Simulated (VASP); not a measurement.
Y8Si16H (a cell with a defect): single point with PBEsol

Y8Si16H (a cell with a defect):

```
Y Si H
1.0
    -3.85000   -6.66840    0.00000
     5.77500   -3.33420    0.00000
     0.00000    0.00000    8.28000
Y Si H
8 16 1
Direct
  0.74369 0.49001 0.99734
  0.73825 0.49857 0.50477
  0.48279 0.98272 0.98122
  0.51064 0.98420 0.50508
  0.24122 0.51666 0.01482
  0.25775 0.47990 0.50744
  0.00069 0.97585 0.99371
  0.01578 0.02039 0.49472
  0.48832 0.32328 0.19514
  0.49399 0.65973 0.21505
  0.49687 0.32847 0.78371
  0.50422 0.66612 0.75401
  0.25055 0.82783 0.28199
  0.24145 0.16755 0.25942
  0.24985 0.81500 0.72679
  0.24932 0.15004 0.78395
  0.00818 0.38106 0.24957
  0.97393 0.70293 0.29743
  0.01220 0.34827 0.74470
  0.97852 0.66383 0.75403
  0.72834 0.86940 0.22054
  0.77370 0.20577 0.27384
  0.74609 0.84411 0.74448
  0.77873 0.17372 0.72835
  0.44770 0.32347 0.49764
```

* Program: VASP 6.6.1
* Task: single point
* Functional: PBEsol
* Potentials or basis: VASP PAW PBE potentials, release 64 (Y_sv, Si, H)
* Cutoff: 520 eV
* k mesh: 2 × 3 × 2
* Occupations: fermi-dirac, width 0.05 eV
* Spin: no spin polarisation

* Pressure: 11.0 GPa
* Largest force: 2.773 eV/Å
* Band gap on the k mesh: zero (an odd number of electrons rules out a gap without spin polarisation)

Forces on the atoms (eV/Å):
```
Y   -0.011 -0.664 -0.197
Y    0.531  0.202  0.181
Y   -0.529 -0.431  0.832
Y    1.162 -0.226 -0.466
Y    0.226  0.866 -1.250
Y    1.770  0.187 -0.031
Y    0.920 -0.201  0.759
Y    0.315  0.178  1.215
Si  -1.415 -0.707  1.106
Si  -0.085 -0.694  1.529
Si  -0.717 -0.301 -0.775
Si  -0.691  0.582 -0.195
Si  -0.110  0.305 -1.038
Si  -0.100  0.051 -0.412
Si   0.682  0.670  0.458
Si   0.765  0.118 -1.217
Si  -0.839 -0.255 -0.348
Si   0.141 -0.285 -0.989
Si  -1.587 -0.368  0.361
Si   0.408 -1.904  0.152
Si  -0.293 -0.167  0.309
Si  -0.029  2.253 -0.783
Si   0.455  0.241  0.038
Si   1.361  2.055  0.739
H   -2.330 -1.505  0.020
```

Stress tensor (GPa, compression positive):
```
16.58 -1.47  0.72
-1.47 15.04 -0.65
 0.72 -0.65  1.49
```

Levels at points of the mesh, in eV from the Fermi level:
```
           k point  band 72  band 73  band 74  band 75  band 76  band 77  band 78  band 79  band 80  band 81
(0.00, 0.00, 0.00)    -0.89    -0.75    -0.49    -0.41    -0.14     0.02     0.21     0.27     0.51     0.61
(0.50, 0.00, 0.00)    -1.13    -0.51    -0.03    -0.02     0.21     0.28     0.55     0.63     0.70     0.82
(0.00, 0.00, 0.50)    -1.07    -0.54    -0.31    -0.22    -0.17    -0.10     0.19     0.25     0.36     0.73
(0.50, 0.00, 0.50)    -0.77    -0.59    -0.51    -0.41    -0.27     0.70     0.95     1.07     1.22     1.27
```

Run time: 18 min on 1 thread of Oxide Virtual Turin-like Processor, on a shared host, peak memory 0.53 GiB.

Caveat: the k points lie up to 0.41 Å⁻¹ apart, too coarse for converged energies and pressures of a metal; the PAW data sets were made with another functional, which shifts forces and pressure a little; an odd number of electrons without spin polarisation forces a metal; a magnetic or distorted state may lie lower.
